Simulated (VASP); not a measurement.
A run of VASP 6.6.1 is set up as follows.

INCAR

```
ALGO     = Normal         # electronic algorithm
EDIFF    = 1E-7           # SCF threshold, eV
ENCUT    = 520            # plane-wave cutoff, eV
GGA      = RP             # functional
ISIF     = 2              # what is computed and relaxed
ISMEAR   = -1             # smearing method
LASPH    = True           # aspherical terms in the spheres
LCHARG   = False          # write CHGCAR
LREAL    = False          # projectors in reciprocal space
LWAVE    = False          # write WAVECAR
NBANDS   = 12             # bands
NELM     = 60             # most SCF steps
PREC     = Accurate       # precision mode
SIGMA    = 0.1            # smearing width, eV
```

KPOINTS

```
k-points
0
Gamma
  7 7 7
```

Contents of POSCAR:

```
Hg
1.0
    4.8638649387      0.0000000000      0.0000000000
    0.0000000000      4.8638649387      0.0000000000
    0.0000000000      0.0000000000      4.8638649387
Hg
1
Direct
    0.0000000000      0.0000000000      0.0000000000
```

Potentials or basis: VASP PAW PBE potentials, release 64 (Hg).

The run is started by

```bash
$ cat potpaw_PBE.64/Hg/POTCAR > POTCAR
$ mpirun -np 1 vasp_std > vasp.out
```

Task: What does it give for the pressure?

Result: 0.0 GPa.

Task: Predict the band gap on the k mesh.

Result: 3.90 eV, indirect (least direct gap 4.58 eV).

Caveat: the PAW data sets were made with another functional, which shifts forces and pressure a little; spin-orbit coupling is left out, which moves the levels of the heavy elements. A k mesh can miss the band edges.
